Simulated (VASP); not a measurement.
# MgO (Fm-3m) in VASP: a series of runs

The runs below take MgO through dielectric tensor, with r2SCAN.

All numbers are computed with VASP 6.6.1; they aren't measurements. Logs are shortened: lines on timing, memory, paths and dates and some standing lists are left out, and cuts for length are marked.

## 1. The cell of the first run

It takes space group Fm-3m (No. 225, cubic). Conventional cell: a = 4.288 Å, b = 4.288 Å, c = 4.288 Å, α = 90.00°, β = 90.00°, γ = 90.00°. Within 2.8 Å of Mg (site symmetry m-3m) lie 6 O at 2.14 Å. O (site symmetry m-3m) has 6 Mg at 2.14 Å within 2.8 Å.

## 2. Dielectric tensor, r2SCAN (strain +2.0%)

Input file INCAR:

```
SYSTEM = MgO
PREC = Accurate ; ENCUT = 520
EDIFF = 1E-8 ; ISMEAR = 0
SIGMA = 0.01 ; LREAL = .FALSE.
LASPH = .TRUE. ; NELM = 60
ALGO = Normal ; ISIF = 2
LWAVE = .FALSE. ; LCHARG = .FALSE.
METAGGA = R2SCAN ; LMIXTAU = .TRUE.
LCALCEPS = .TRUE.
```

Input file KPOINTS:

```
Automatic mesh
0
G
  8 8 8
  0 0 0
```

Input file POSCAR:

```
MgO
1.0
    0.0000000000      2.1442107638      2.1442107638
    2.1442107638      0.0000000000      2.1442107638
    2.1442107638      2.1442107638      0.0000000000
Mg O
1 1
Direct
    0.0000000000      0.0000000000      0.0000000000
    0.5000000000      0.5000000000      0.5000000000
```

Potentials or basis: VASP PAW PBE potentials, release 64 (Mg, O).

Launch:

```
> cat potpaw_PBE.64/Mg/POTCAR potpaw_PBE.64/O/POTCAR > POTCAR
> mpirun -np 1 vasp_std > vasp.out
```

OUTCAR:

```text
SYSTEM = MgO
   PREC = Accurate
   ENCUT = 520
   EDIFF = 1E-8
   ISMEAR = 0
   LREAL = .FALSE.
   LASPH = .TRUE.
   NELM = 60
   ISIF = 2
   METAGGA = R2SCAN

 ion  position               nearest neighbor table
   1  0.000  0.000  0.000-   2 2.14   2 2.14   2 2.14   2 2.14   2 2.14   2 2.14
   2  0.500  0.500  0.500-   1 2.14   1 2.14   1 2.14   1 2.14   1 2.14   1 2.14

  LATTYP: Found a face centered cubic cell.
 ALAT       =     4.2884215276

  Lattice vectors:

 A1 = (   0.0000000000,   2.1442107638,   2.1442107638)
 A2 = (   2.1442107638,   0.0000000000,   2.1442107638)
 A3 = (   2.1442107638,   2.1442107638,   0.0000000000)

Analysis of symmetry for initial positions (statically):
=====================================================================
 Subroutine PRICEL returns:
 Original cell was already a primitive cell.

 Routine SETGRP: Setting up the symmetry group for a
 face centered cubic supercell.

 Subroutine GETGRP returns: Found 48 space group operations
 (whereof 48 operations were pure point group operations)
 out of a pool of 48 trial point group operations.

The static configuration has the point symmetry O_h .

Analysis of symmetry for dynamics (positions and initial velocities):
=====================================================================
 Subroutine PRICEL returns:
 Original cell was already a primitive cell.

 Routine SETGRP: Setting up the symmetry group for a
 face centered cubic supercell.

 Subroutine GETGRP returns: Found 48 space group operations
 (whereof 48 operations were pure point group operations)
 out of a pool of 48 trial point group operations.

The dynamic configuration has the point symmetry O_h .

 Subroutine INISYM returns: Found 48 space group operations
 (whereof 48 operations are pure point group operations),
 and found     1 'primitive' translations

----------------------------------------------------------------------------------------

                                     Primitive cell

  volume of cell :      19.7166

  direct lattice vectors                    reciprocal lattice vectors
     0.000000000  2.144210764  2.144210764    -0.233186032  0.233186032  0.233186032
     2.144210764  0.000000000  2.144210764     0.233186032 -0.233186032  0.233186032
     2.144210764  2.144210764  0.000000000     0.233186032  0.233186032 -0.233186032

  length of vectors
     3.032371943  3.032371943  3.032371943     0.403890055  0.403890055  0.403890055

  position of ions in fractional coordinates (direct lattice)
     0.000000000  0.000000000  0.000000000
     0.500000000  0.500000000  0.500000000

  ion indices of the primitive-cell ions
   primitive index   ion index
                 1           1
                 2           2

----------------------------------------------------------------------------------------

 KPOINTS: Automatic mesh

Automatic generation of k-mesh.
 Grid dimensions read from file:
 generate k-points for:    8    8    8

 Generating k-lattice:

  Cartesian coordinates                     Fractional coordinates (reciprocal lattice)
    -0.029148254  0.029148254  0.029148254     0.125000000  0.000000000  0.000000000
     0.029148254 -0.029148254  0.029148254     0.000000000  0.125000000  0.000000000
     0.029148254  0.029148254 -0.029148254     0.000000000  0.000000000  0.125000000

  Length of vectors
     0.050486257  0.050486257  0.050486257

  Shift w.r.t. Gamma in fractional coordinates (k-lattice)
     0.000000000  0.000000000  0.000000000

 Subroutine IBZKPT returns following result:
 ===========================================

 Found     29 irreducible k-points:

 Following reciprocal coordinates:
            Coordinates               Weight
  0.000000  0.000000  0.000000      1.000000
  0.125000  0.000000  0.000000      8.000000
  0.250000  0.000000  0.000000      8.000000
  0.375000  0.000000  0.000000      8.000000
  0.500000  0.000000  0.000000      4.000000
  0.125000  0.125000  0.000000      6.000000
[... 16 lines left out ...]
  0.500000  0.250000  0.125000     48.000000
 -0.375000  0.250000  0.125000     24.000000
 [... further k-points ...]
   k-points           NKPTS =     29   k-points in BZ     NKDIM =     29   number of bands    NBANDS=      8
   number of dos      NEDOS =    301   number of ions     NIONS =      2
   total plane-waves  NPLWV =  13824
   dimension x,y,z NGX =    24 NGY =   24 NGZ =   24
   dimension x,y,z NGXF=    48 NGYF=   48 NGZF=   48
   ions per type =               1   1
   NGX,Y,Z   is equivalent  to a cutoff of  13.16, 13.16, 13.16 a.u.
   NGXF,Y,Z  is equivalent  to a cutoff of  26.32, 26.32, 26.32 a.u.
 SYSTEM =  MgO
   PREC   = accura    normal or accurate (medium, high low for compatibility)
   ISTART =      0    job   : 0-new  1-cont  2-samecut
   ICHARG =      2    charge: 1-file 2-atom 10-const
   ISPIN  =      1    spin polarized calculation?
   LNONCOLLINEAR =      F non collinear calculations
   LSORBIT =      F    spin-orbit coupling
   LASPH  =      T    aspherical Exc in radial PAW
   ENCUT  =  520.0 eV  38.22 Ry    6.18 a.u.   5.64  5.64  5.64*2*pi/ulx,y,z
   NELM   =     60;   NELMIN=  2; NELMDL= -5     # of ELM steps
   EDIFF  = 0.1E-07   stopping-criterion for ELM
   LREAL  =      F    real-space projection
   EDIFFG = 0.1E-06   stopping-criterion for IOM
   NSW    =      0    number of steps for IOM
   IBRION =     -1    ionic relax: 0-MD 1-quasi-New 2-CG
   NFREE  =      0    steps in history (QN), initial steepest desc. (CG)
   ISIF   =      2    stress and relaxation
   ISYM   =      2    0-nonsym 1-usesym 2-fastsym
   POTIM  = 0.5000    time-step for ionic-motion
   TEBEG  =    0.0;   TEEND  =   0.0 temperature during run
   PSTRESS=    0.0 pullay stress
   NELECT =       8.0000    total number of electrons
   NUPDOWN=      -1.0000    fix difference up-down
   EMIN   =  10.00;   EMAX   =-10.00  energy-range for DOS
   EFERMI =   0.00;   METHOD = LEGACY
   ISMEAR =     0;   SIGMA  =   0.01  broadening in eV -4-tet -1-fermi 0-gaus
   EFERMI_NEDOS =   21; number of points for ismear=-14 and -15
   IALGO  =     38    algorithm
   IMIX   =      4    mixing-type and parameters
     AMIX     =   0.40;   BMIX     =  1.00
     AMIX_MAG =   1.60;   BMIX_MAG =  1.00
  volume/ion in A,a.u.               =       9.86        66.53
  Fermi-wavevector in a.u.,A,eV,Ry     =   1.211976  2.290303 19.985405  1.468886
  Thomas-Fermi vector in A             =   2.347475
   LORBIT       =      0    0 simple, 1 ext, 2 COOP (PROOUT), +10 PAW based schemes
   METAGGA = R2SCAN    functional components
   LHFCALC =     F    Hartree Fock is set to
   AEXX    =    0.0000 exact exchange contribution
   IVDW    =     0    specifies the selected vdW correction
   LEPSILON=     F    determine dielectric tensor
   LRPA    =     F    only Hartree local field effects (RPA)
   LRPA       =     F
 non-spin polarized calculation
 Gauss-broadening in eV      SIGMA  =   0.01
  energy-cutoff  :      520.00
  volume of cell :       19.72
 maximum number of plane-waves:       544
   NGX = 11   NGY = 11   NGZ = 11

 Total electronic dipole moment: p[elc]=(    -0.00000    -0.00000    -0.00000 ) |e| Angst

 number of electron       8.0000000 magnetization

 Free energy of the ion-electron system (eV)
  ---------------------------------------------------
  ext. energy  EPLUGINS =         0.00000000
  ---------------------------------------------------
  free energy    TOTEN  =       -16.12202009 eV

  energy without entropy =      -16.12202009  energy(sigma->0) =      -16.12202009

 E-fermi :   2.4508     XC(G=0): -11.3206

 val. band max:        2.3925419902   @ k =   0.0000   0.0000   0.0000
 cond. band min:   10000.0000000000   @ k =   0.0000   0.0000   0.0000
 fundamental gap:   9997.6074580098
 Fermi energy:         2.4508297889

 k-point     1 :       0.0000    0.0000    0.0000
  band No.  band energies     occupation
      1     -15.5422      2.00000
      2       2.3925      2.00000
      3       2.3925      2.00000
      4       2.3925      2.00000
      5   10000.0000      0.00000
      6   10000.0000      0.00000
      7   10000.0000      0.00000
      8   10000.0000      0.00000

 k-point     2 :       0.1250    0.0000    0.0000
  band No.  band energies     occupation
      1     -15.3969      2.00000
      2       1.4900      2.00000
      3       2.2961      2.00000
      4       2.2961      2.00000
      5   10000.0000      0.00000
      6   10000.0000      0.00000
      7   10000.0000      0.00000
      8   10000.0000      0.00000

 k-point     3 :       0.2500    0.0000    0.0000
  band No.  band energies     occupation
      1     -15.0228      2.00000
      2      -0.1380      2.00000
      3       2.0731      2.00000
      4       2.0731      2.00000
      5   10000.0000      0.00000
      6   10000.0000      0.00000
      7   10000.0000      0.00000
      8   10000.0000      0.00000

 k-point     4 :       0.3750    0.0000    0.0000
  band No.  band energies     occupation
      1     -14.6089      2.00000
      2      -1.4702      2.00000
      3       1.8625      2.00000
      4       1.8625      2.00000
      5   10000.0000      0.00000
      6   10000.0000      0.00000
      7   10000.0000      0.00000
      8   10000.0000      0.00000

 k-point     5 :       0.5000    0.0000    0.0000
  band No.  band energies     occupation
      1     -14.4231      2.00000
      2      -1.9838      2.00000
      3       1.7784      2.00000
      4       1.7784      2.00000
      5   10000.0000      0.00000
      6   10000.0000      0.00000
      7   10000.0000      0.00000
      8   10000.0000      0.00000
[... 177 lines left out ...]
 k-point    22 :       0.3750    0.2500    0.1250
  band No.  band energies     occupation
      1     -14.7565      2.00000
      2      -0.4782      2.00000
      3       1.3041      2.00000
      4       1.8117      2.00000
      5   10000.0000      0.00000
      6   10000.0000      0.00000
      7   10000.0000      0.00000
      8   10000.0000      0.00000

 k-point    23 :       0.5000    0.2500    0.1250
  band No.  band energies     occupation
      1     -14.4317      2.00000
      2      -1.1260      2.00000
      3       0.7638      2.00000
      4       1.5718      2.00000
      5   10000.0000      0.00000
      6   10000.0000      0.00000
      7   10000.0000      0.00000
      8   10000.0000      0.00000

 k-point    24 :      -0.3750    0.2500    0.1250
  band No.  band energies     occupation
      1     -14.2890      2.00000
      2      -1.3964      2.00000
      3       0.5684      2.00000
      4       1.4572      2.00000
      5   10000.0000      0.00000
      6   10000.0000      0.00000
      7   10000.0000      0.00000
      8   10000.0000      0.00000

 [... further k-points ...]

------------------------ aborting loop because EDIFF is reached ----------------------------------------

            Ionic dipole moment: p[ion]=(   -12.86526   -12.86526   -12.86526 ) |e| Angst

 Total electronic dipole moment: p[elc]=(     0.00000     0.00000     0.00216 ) |e| Angst

 MACROSCOPIC STATIC DIELECTRIC TENSOR (including local field effects)
 ------------------------------------------------------
           2.985820     0.000000    -0.000000
           0.000000     2.985820     0.000000
           0.000000     0.000000     2.985820
 ------------------------------------------------------

 PIEZOELECTRIC TENSOR (including local field effects) (e Angst)
          XX          YY          ZZ          XY          YZ          ZX
  --------------------------------------------------------------------------------
  x     0.00000     0.00000     0.00000     0.00000     0.00000     0.00000
  y     0.00000     0.00000     0.00000     0.00000     0.00000     0.00000
  z     0.00000     0.00000     0.00000     0.00000     0.00000     0.00000

 PIEZOELECTRIC TENSOR (including local field effects) (C/m^2)
          XX          YY          ZZ          XY          YZ          ZX
  --------------------------------------------------------------------------------
  x     0.00000     0.00000     0.00000     0.00000     0.00000     0.00000
  y     0.00000     0.00000     0.00000     0.00000     0.00000     0.00000
  z     0.00000     0.00000     0.00000     0.00000     0.00000     0.00000

 BORN EFFECTIVE CHARGES (including local field effects) (in |e|, cummulative output)
 ---------------------------------------------------------------------------------
 ion    1
    1     1.98852     0.00000    -0.00000
    2    -0.00000     1.98852    -0.00000
    3     0.00000     0.00000     1.98852
 ion    2
    1    -1.98852    -0.00000     0.00000
    2     0.00000    -1.98852     0.00000
    3    -0.00000    -0.00000    -1.98852

  FORCE on cell =-STRESS in cart. coord.  units (eV):
  Direction    XX          YY          ZZ          XY          YZ          ZX
  --------------------------------------------------------------------------------------
  -------------------------------------------------------------------------------------
  Total       -1.2145416     -1.2145416     -1.2145416      0.0000000      0.0000000      0.0000000
  in kB      -98.6939552    -98.6939552    -98.6939552      0.0000000      0.0000000      0.0000000
  external PRESSURE =     -98.6939552 kB  Pullay stress =       0.0000000 kB

 VOLUME and BASIS-vectors are now :
 -----------------------------------------------------------------------------
  energy-cutoff  :      520.00
  volume of cell :       19.72
      direct lattice vectors                 reciprocal lattice vectors
     0.000000000  2.144210764  2.144210764    -0.233186032  0.233186032  0.233186032
     2.144210764  0.000000000  2.144210764     0.233186032 -0.233186032  0.233186032
     2.144210764  2.144210764  0.000000000     0.233186032  0.233186032 -0.233186032

 POSITION                                       TOTAL-FORCE (eV/Angst)
 -----------------------------------------------------------------------------------
      0.00000      0.00000      0.00000         0.000000      0.000000     -0.000000
      2.14421      2.14421      2.14421        -0.000000     -0.000000      0.000000
 -----------------------------------------------------------------------------------
    total drift:                               -0.000000     -0.000000      0.000000

  FREE ENERGIE OF THE ION-ELECTRON SYSTEM (eV)
  ---------------------------------------------------
  free  energy   TOTEN  =       -16.1220200879 eV

  energy  without entropy=      -16.1220200879  energy(sigma->0) =      -16.12202009
```

Run time: 9.1 min. Hardware: 1 thread of Intel Xeon Platinum 8488C (Sapphire Rapids), shared host; peak memory 0.25 GiB.

Results:

| Property | Result |
| --- | --- |
| Band gap on the k mesh | 5.08 eV, direct |
| Electronic dielectric tensor (diagonal) | 2.99 |
| Born charges (mean of the diagonal) | Mg +1.99; O -1.99 e |

Electronic dielectric tensor:
```
2.99 0.00 0.00
0.00 2.99 0.00
0.00 0.00 2.99
```

Born effective charge tensors (e):
atom 1, Mg
```
1.99 0.00 0.00
0.00 1.99 0.00
0.00 0.00 1.99
```
atom 2, O
```
-1.99  0.00  0.00
 0.00 -1.99  0.00
 0.00  0.00 -1.99
```

Dipole moments of the cell (e·Å, modulo the quantum): ionic -12.865, -12.865, -12.865; electronic 0.000, 0.000, 0.002

Caveat: the cell differs from its parent crystal (strain +2.0%); the PAW data sets were made with another functional, which shifts forces and pressure a little.

(Continued in part 2 of 2.)
